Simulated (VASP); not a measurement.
# Ru (P6_3/mmc) in VASP: further runs

Ru is run at these levels: LDA, r2SCAN; tasks: electric field gradients.

Everything below comes from runs of VASP 6.6.1. Logs are shortened: lines on timing, memory, paths and dates and some standing lists are left out, and cuts for length are marked.

**1. The cell of the first run**

It takes space group P6_3/mmc (No. 194, hexagonal). The conventional cell has a = 2.723 Å, b = 2.723 Å, c = 4.288 Å, α = 90.00°, β = 90.00°, γ = 120.00°. Ru (site symmetry -6m2) has 12 Ru at 2.66 to 2.72 Å within 3.5 Å.

**2. Electric field gradients, LDA**

File INCAR:

```
SYSTEM = Ru
PREC     = Accurate       ! precision mode
ENCUT    = 520            ! plane-wave cutoff, eV
EDIFF    = 1E-8           ! SCF threshold, eV
ISMEAR   = -1             ! smearing method
SIGMA    = 0.05           ! smearing width, eV
LREAL    = .FALSE.        ! projectors in reciprocal space
LASPH    = .TRUE.         ! aspherical terms in the spheres
NELM     = 80             ! most SCF steps
ALGO     = Normal         ! electronic algorithm
ISIF     = 2              ! what is computed and relaxed
LWAVE    = .FALSE.        ! write WAVECAR
LCHARG   = .FALSE.        ! write CHGCAR
GGA      = CA             ! functional
LEFG     = .TRUE.       
NBANDS   = 21             ! bands
```

File KPOINTS:

```
regular mesh
0
G
  16 16 9
  0 0 0
```

File POSCAR:

```
Ru
1.0
    2.7226196171      0.0000000000      0.0000000000
   -1.3613098085      2.3578577533      0.0000000000
    0.0000000000      0.0000000000      4.2884975680
Ru
2
Direct
    0.3333333333      0.6666666667      0.2500000000
    0.6666666667      0.3333333333      0.7500000000
```

Potentials or basis: VASP PAW LDA potentials, release 64 (Ru_pv).

Launch:

```
> cat potpaw_LDA.64/Ru_pv/POTCAR > POTCAR
> mpirun -np 1 vasp_std > vasp.out
```

OUTCAR:

```text
SYSTEM = Ru
   PREC = Accurate
   ENCUT = 520
   EDIFF = 1E-8
   ISMEAR = -1
   LREAL = .FALSE.
   LASPH = .TRUE.
   NELM = 80
   ISIF = 2
   GGA = CA

 ion  position               nearest neighbor table
   1  0.333  0.667  0.250-   2 2.66   2 2.66   2 2.66   2 2.66   2 2.66   2 2.66
   2  0.667  0.333  0.750-   1 2.66   1 2.66   1 2.66   1 2.66   1 2.66   1 2.66

  LATTYP: Found a hexagonal cell.
 ALAT       =     2.7226196171
 C/A-ratio  =     1.5751365123

  Lattice vectors:

 A1 = (   2.7226196171,   0.0000000000,   0.0000000000)
 A2 = (  -1.3613098085,   2.3578577533,   0.0000000000)
 A3 = (   0.0000000000,   0.0000000000,   4.2884975680)

Analysis of symmetry for initial positions (statically):
=====================================================================
 Subroutine PRICEL returns:
 Original cell was already a primitive cell.

 Routine SETGRP: Setting up the symmetry group for a
 hexagonal supercell.

 Subroutine GETGRP returns: Found 24 space group operations
 (whereof 12 operations were pure point group operations)
 out of a pool of 24 trial point group operations.

The static configuration has the point symmetry D_3d.
 The point group associated with its full space group is D_6h.

Analysis of symmetry for dynamics (positions and initial velocities):
=====================================================================
 Subroutine PRICEL returns:
 Original cell was already a primitive cell.

 Routine SETGRP: Setting up the symmetry group for a
 hexagonal supercell.

 Subroutine GETGRP returns: Found 24 space group operations
 (whereof 12 operations were pure point group operations)
 out of a pool of 24 trial point group operations.

The dynamic configuration has the point symmetry D_3d.
 The point group associated with its full space group is D_6h.

 Subroutine INISYM returns: Found 24 space group operations
 (whereof 12 operations are pure point group operations),
 and found     1 'primitive' translations

----------------------------------------------------------------------------------------

                                     Primitive cell

  volume of cell :      27.5302

  direct lattice vectors                    reciprocal lattice vectors
     2.722619617  0.000000000  0.000000000     0.367293321  0.212056898  0.000000000
    -1.361309808  2.357857753  0.000000000     0.000000000  0.424113795  0.000000000
     0.000000000  0.000000000  4.288497568     0.000000000  0.000000000  0.233181897

  length of vectors
     2.722619617  2.722619617  4.288497568     0.424113795  0.424113795  0.233181897

  position of ions in fractional coordinates (direct lattice)
     0.333333333  0.666666667  0.250000000
     0.666666667  0.333333333  0.750000000

  ion indices of the primitive-cell ions
   primitive index   ion index
                 1           1
                 2           2

----------------------------------------------------------------------------------------

 KPOINTS: regular mesh

Automatic generation of k-mesh.
 Grid dimensions read from file:
 generate k-points for:   16   16    9

 Generating k-lattice:

  Cartesian coordinates                     Fractional coordinates (reciprocal lattice)
     0.022955833  0.013253556  0.000000000     0.062500000  0.000000000  0.000000000
     0.000000000  0.026507112  0.000000000     0.000000000  0.062500000  0.000000000
     0.000000000  0.000000000  0.025909100     0.000000000  0.000000000  0.111111111

  Length of vectors
     0.026507112  0.026507112  0.025909100

  Shift w.r.t. Gamma in fractional coordinates (k-lattice)
     0.000000000  0.000000000  0.000000000

 Subroutine IBZKPT returns following result:
 ===========================================

 Found    150 irreducible k-points:

 Following reciprocal coordinates:
            Coordinates               Weight
  0.000000  0.000000  0.000000      1.000000
  0.062500  0.000000  0.000000      6.000000
  0.125000  0.000000  0.000000      6.000000
  0.187500 -0.000000  0.000000      6.000000
  0.250000  0.000000  0.000000      6.000000
  0.312500  0.000000  0.000000      6.000000
[... 16 lines left out ...]
  0.187500  0.187500  0.000000      6.000000
  0.250000  0.187500  0.000000     12.000000
 [... further k-points ...]
   k-points           NKPTS =    150   k-points in BZ     NKDIM =    150   number of bands    NBANDS=     21
   number of dos      NEDOS =    301   number of ions     NIONS =      2
   total plane-waves  NPLWV =  12800
   dimension x,y,z NGX =    20 NGY =   20 NGZ =   32
   dimension x,y,z NGXF=    40 NGYF=   40 NGZF=   64
   ions per type =               2
   NGX,Y,Z   is equivalent  to a cutoff of  12.21, 12.21, 12.40 a.u.
   NGXF,Y,Z  is equivalent  to a cutoff of  24.42, 24.42, 24.81 a.u.
 SYSTEM =  Ru
   PREC   = accura    normal or accurate (medium, high low for compatibility)
   ISTART =      0    job   : 0-new  1-cont  2-samecut
   ICHARG =      2    charge: 1-file 2-atom 10-const
   ISPIN  =      1    spin polarized calculation?
   LNONCOLLINEAR =      F non collinear calculations
   LSORBIT =      F    spin-orbit coupling
   LASPH  =      T    aspherical Exc in radial PAW
   ENCUT  =  520.0 eV  38.22 Ry    6.18 a.u.   5.06  5.06  7.97*2*pi/ulx,y,z
   NELM   =     80;   NELMIN=  2; NELMDL= -5     # of ELM steps
   EDIFF  = 0.1E-07   stopping-criterion for ELM
   LREAL  =      F    real-space projection
   EDIFFG = 0.1E-06   stopping-criterion for IOM
   NSW    =      0    number of steps for IOM
   IBRION =     -1    ionic relax: 0-MD 1-quasi-New 2-CG
   NFREE  =      0    steps in history (QN), initial steepest desc. (CG)
   ISIF   =      2    stress and relaxation
   ISYM   =      2    0-nonsym 1-usesym 2-fastsym
   POTIM  = 0.5000    time-step for ionic-motion
   TEBEG  =    0.0;   TEEND  =   0.0 temperature during run
   PSTRESS=    0.0 pullay stress
   NELECT =      28.0000    total number of electrons
   NUPDOWN=      -1.0000    fix difference up-down
   EMIN   =  10.00;   EMAX   =-10.00  energy-range for DOS
   EFERMI =   0.00;   METHOD = LEGACY
   ISMEAR =    -1;   SIGMA  =   0.05  broadening in eV -4-tet -1-fermi 0-gaus
   EFERMI_NEDOS =   21; number of points for ismear=-14 and -15
   IALGO  =     38    algorithm
   IMIX   =      4    mixing-type and parameters
     AMIX     =   0.40;   BMIX     =  1.00
     AMIX_MAG =   1.60;   BMIX_MAG =  1.00
  volume/ion in A,a.u.               =      13.77        92.89
  Fermi-wavevector in a.u.,A,eV,Ry     =   1.646358  3.111165 36.878516  2.710494
  Thomas-Fermi vector in A             =   2.736000
   LORBIT       =      0    0 simple, 1 ext, 2 COOP (PROOUT), +10 PAW based schemes
   GGA     = CA    functional components
   LHFCALC =     F    Hartree Fock is set to
   AEXX    =    0.0000 exact exchange contribution
   IVDW    =     0    specifies the selected vdW correction
   LEPSILON=     F    determine dielectric tensor
   LRPA    =     F    only Hartree local field effects (RPA)
 non-spin polarized calculation
  energy-cutoff  :      520.00
  volume of cell :       27.53
 maximum number of plane-waves:       756
   NGX = 11   NGY = 11   NGZ = 15

 number of electron      28.0000012 magnetization

 Free energy of the ion-electron system (eV)
  ---------------------------------------------------
  ext. energy  EPLUGINS =         0.00000000
  ---------------------------------------------------
  free energy    TOTEN  =       -21.33453448 eV

  energy without entropy =      -21.32300900  energy(sigma->0) =      -21.32877174

 E-fermi :  12.4549     XC(G=0): -14.2975

 val. band max:       12.4414162991   @ k =   0.1250   0.0625   0.3333
 cond. band min:      12.4602078775   @ k =   0.4375   0.0625   0.3333
 fundamental gap:      0.0187915785
 Fermi energy:        12.4549350060

 k-point     1 :       0.0000    0.0000    0.0000
  band No.  band energies     occupation
      1     -30.9783      2.00000
      2     -30.0714      2.00000
      3     -30.0714      2.00000
      4     -29.9017      2.00000
      5     -29.9017      2.00000
      6     -29.8561      2.00000
[... 13 lines left out ...]
     20      22.4220      0.00000
     21      22.6331      0.00000

 k-point     2 :       0.0625    0.0000    0.0000
  band No.  band energies     occupation
      1     -30.9653      2.00000
      2     -30.0986      2.00000
      3     -30.0807      2.00000
      4     -29.9302      2.00000
      5     -29.9053      2.00000
      6     -29.8623      2.00000
[... 13 lines left out ...]
     20      22.4220      0.00000
     21      22.6144      0.00000

 k-point     3 :       0.1250    0.0000    0.0000
  band No.  band energies     occupation
      1     -30.9274      2.00000
      2     -30.1760      2.00000
      3     -30.1067      2.00000
      4     -30.0103      2.00000
      5     -29.9162      2.00000
      6     -29.8809      2.00000
[... 13 lines left out ...]
     20      22.4219      0.00000
     21      22.5577      0.00000

 k-point     4 :       0.1875   -0.0000    0.0000
  band No.  band energies     occupation
      1     -30.8673      2.00000
      2     -30.2919      2.00000
      3     -30.1443      2.00000
      4     -30.1276      2.00000
      5     -29.9334      2.00000
      6     -29.9118      2.00000
[... 13 lines left out ...]
     20      22.4219      0.00000
     21      22.4852      0.00000

 k-point     5 :       0.2500    0.0000    0.0000
  band No.  band energies     occupation
      1     -30.7900      2.00000
      2     -30.4288      2.00000
      3     -30.2622      2.00000
      4     -30.1874      2.00000
      5     -29.9548      2.00000
      6     -29.9547      2.00000
[... 13 lines left out ...]
     20      22.4218      0.00000
     21      22.4479      0.00000
[... 382 lines left out ...]
     20      22.4211      0.00000
     21      23.4408      0.00000

 k-point    22 :       0.4375    0.1250    0.0000
  band No.  band energies     occupation
      1     -30.7552      2.00000
      2     -30.5683      2.00000
      3     -30.4784      2.00000
      4     -30.3500      2.00000
      5     -30.1691      2.00000
      6     -30.0846      2.00000
[... 13 lines left out ...]
     20      22.4204      0.00000
     21      23.7385      0.00000

 k-point    23 :       0.1875    0.1875    0.0000
  band No.  band energies     occupation
      1     -30.6803      2.00000
      2     -30.4876      2.00000
      3     -30.4863      2.00000
      4     -30.2150      2.00000
      5     -30.0564      2.00000
      6     -30.0217      2.00000
[... 13 lines left out ...]
     20      22.4215      0.00000
     21      22.4799      0.00000

 k-point    24 :       0.2500    0.1875    0.0000
  band No.  band energies     occupation
      1     -30.5952      2.00000
      2     -30.5946      2.00000
      3     -30.5245      2.00000
      4     -30.2812      2.00000
      5     -30.1049      2.00000
      6     -30.0796      2.00000
[... 13 lines left out ...]
     20      22.5413      0.00000
     21      23.2598      0.00000

 [... further k-points ...]

------------------------ aborting loop because EDIFF is reached ----------------------------------------

  FORCE on cell =-STRESS in cart. coord.  units (eV):
  Direction    XX          YY          ZZ          XY          YZ          ZX
  --------------------------------------------------------------------------------------
  -------------------------------------------------------------------------------------
  Total       -2.6473481     -2.6473481     -2.7851800     -0.0000000      0.0000000      0.0000000
  in kB     -154.0678049   -154.0678049   -162.0892149     -0.0000000      0.0000000      0.0000000
  external PRESSURE =    -156.7416082 kB  Pullay stress =       0.0000000 kB

 VOLUME and BASIS-vectors are now :
 -----------------------------------------------------------------------------
  energy-cutoff  :      520.00
  volume of cell :       27.53
      direct lattice vectors                 reciprocal lattice vectors
     2.722619617  0.000000000  0.000000000     0.367293321  0.212056898  0.000000000
    -1.361309808  2.357857753  0.000000000     0.000000000  0.424113795  0.000000000
     0.000000000  0.000000000  4.288497568     0.000000000  0.000000000  0.233181897

 POSITION                                       TOTAL-FORCE (eV/Angst)
 -----------------------------------------------------------------------------------
     -0.00000      1.57191      1.07212        -0.000000     -0.000000      0.000000
      1.36131      0.78595      3.21637         0.000000      0.000000      0.000000
 -----------------------------------------------------------------------------------
    total drift:                               -0.000000      0.000000     -0.000000

  FREE ENERGIE OF THE ION-ELECTRON SYSTEM (eV)
  ---------------------------------------------------
  free  energy   TOTEN  =       -21.3345344848 eV

  energy  without entropy=      -21.3230090025  energy(sigma->0) =      -21.32877174

 Electric field gradients (V/A^2)
---------------------------------------------------------------------
 ion       V_xx      V_yy      V_zz      V_xy      V_xz      V_yz
---------------------------------------------------------------------
   1       8.807     8.810   -17.617     0.002     0.000    -0.000
   2       8.807     8.810   -17.617     0.002    -0.000     0.000
---------------------------------------------------------------------

 Electric field gradients after diagonalization (V/A^2)
 (convention: |V_zz| > |V_xx| > |V_yy|)
----------------------------------------------------------------------
 ion       V_xx      V_yy      V_zz     asymmetry (V_yy - V_xx)/ V_zz
----------------------------------------------------------------------
   1       8.811     8.806   -17.617       0.000
   2       8.811     8.806   -17.617       0.000
----------------------------------------------------------------------

           NMR quadrupolar parameters

 Cq : quadrupolar parameter    Cq=e*Q*V_zz/h
 eta: asymmetry parameters     (V_yy - V_xx)/ V_zz
 Q  : nuclear electric quadrupole moment in mb (millibarn)
----------------------------------------------------------------------
 ion       Cq(MHz)       eta       Q (mb)
----------------------------------------------------------------------
   1      -0.043       0.000       1.000
   2      -0.043       0.000       1.000
----------------------------------------------------------------------
```

It took 34 s on 1 thread of Intel Xeon Platinum 8488C (Sapphire Rapids), shared host; peak memory 0.17 GiB.

What came out:

```
Free energy            : -21.3345 eV
Pressure               : -15.7 GPa
Band gap on the k mesh : zero (band 14 reaches 14.00 eV, above the bottom of band 15 at 10.89 eV)
```

Stress tensor (GPa, compression positive):
```
-15.41   0.00   0.00
  0.00 -15.41   0.00
  0.00   0.00 -16.21
```

Electric field gradients, principal values (V/Å²):
```csv
atom,least,middle,greatest (by size)
1 Ru,8.806,8.811,-17.617
2 Ru,8.806,8.811,-17.617
```

Caveat: without QUAD_EFG the Cq values of the log hold for a quadrupole moment of 1 mb, not for the nuclei.

(Part 1 of 2 ends here.)
